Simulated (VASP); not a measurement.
**F: single point with PBE**

Crystal: F.

```xyz
1
Lattice="2.1909 0.0000 0.0000 0.0000 2.1909 0.0000 0.0000 0.0000 2.1909" Properties=species:S:1:pos:R:3 pbc="T T T"
F     0.0000    0.0000    0.0000
```

```json
{"Program": "VASP 6.6.1", "Task": "single point", "Functional": "PBE", "Potentials or basis": "VASP PAW PBE potentials, release 64 (F)", "Cutoff": "520 eV", "k mesh": "17 × 17 × 17", "Occupations": "fermi-dirac, width 0.05 eV", "Spin": "no spin polarisation", "Dipole correction": "no", "Further INCAR settings": "ALGO = Normal; EDIFF = 1e-06; NBANDS = 10"}
```

```
Pressure : -0.8 GPa
```

Levels at points of the mesh, in eV from the Fermi level:
```
           k point  band 1  band 2  band 3  band 4  band 5  band 6  band 7  band 8
(0.00, 0.00, 0.00)  -22.37   -0.11   -0.11   -0.11   12.54   28.47   28.47   39.99
```

Wall time 3.4 s on 1 thread of Intel(R) Xeon(R) Platinum 8375C CPU @ 2.90GHz (Ice Lake), with other jobs on the host, peak memory 0.12 GiB.

Caveat: an odd number of electrons without spin polarisation forces a metal; a magnetic or distorted state may lie lower.
